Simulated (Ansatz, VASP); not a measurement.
## Sn: VASP beside Ansatz

INCAR

```
SYSTEM = Sn
PREC = Accurate
ENCUT = 520
EDIFF = 1E-6
ISMEAR = 0
SIGMA = 0.1
LREAL = .False.
LASPH = .True.
NELM = 100
ALGO = Normal
ISIF = 2
LWAVE = .False.
LCHARG = .False.
GGA = RP
NBANDS = 21
```

KPOINTS

```
regular mesh
0
Gamma
  7 7 7
  0 0 0
```

Contents of POSCAR:

```
Sn
1.0
    0.0000000000      3.2333428000      3.2333428000
    3.2333428000      0.0000000000      3.2333428000
    3.2333428000      3.2333428000      0.0000000000
Sn
2
Direct
    0.7500000000      0.7500000000      0.7500000000
    0.5000000000      0.5000000000      0.5000000000
```

input.yaml

```yaml
crystal:
  lattice:
    - [0.0, 3.2333428, 3.2333428]
    - [3.2333428, 0.0, 3.2333428]
    - [3.2333428, 3.2333428, 0.0]
  atoms:
    - { symbol: Sn, position: [0.75, 0.75, 0.75] }
    - { symbol: Sn, position: [0.5, 0.5, 0.5] }
kpoints:
  mp_grid: { grid: [7, 7, 7] }
scf:
  occupations: { method: gaussian, width: 0.1 }
hamiltonian:
  xc: rpbe
  pseudopotentials: { kind: all_electron, lapw: { basis_error: 0.001 } }
output:
  forces: true
  stress: true
  eigenvalues: true
```

Alike in both runs: task single point; functional RPBE; k mesh 7 × 7 × 7; occupations gaussian, width 0.1 eV; no spin polarisation.

|  | VASP | Ansatz |
| --- | --- | --- |
| version | VASP 6.6.1 | Ansatz 0.2.0 |
| potentials or method | VASP PAW PBE potentials, release 64 (Sn_d), cutoff 520 eV | all-electron LAPW, scalar-relativistic |

|  | VASP | Ansatz | Ansatz less VASP |
| --- | --- | --- | --- |
| gap on the k mesh at the Fermi level (eV) | none | none | - |
| pressure (GPa) | 5.2 | 5.2 | +0.03 |

VASP's potentials were made for PBE, not for RPBE. A gap of «none» marks a metal or a gap that the smearing closes. Ansatz ran all-electron here, and VASP with PAW potentials.
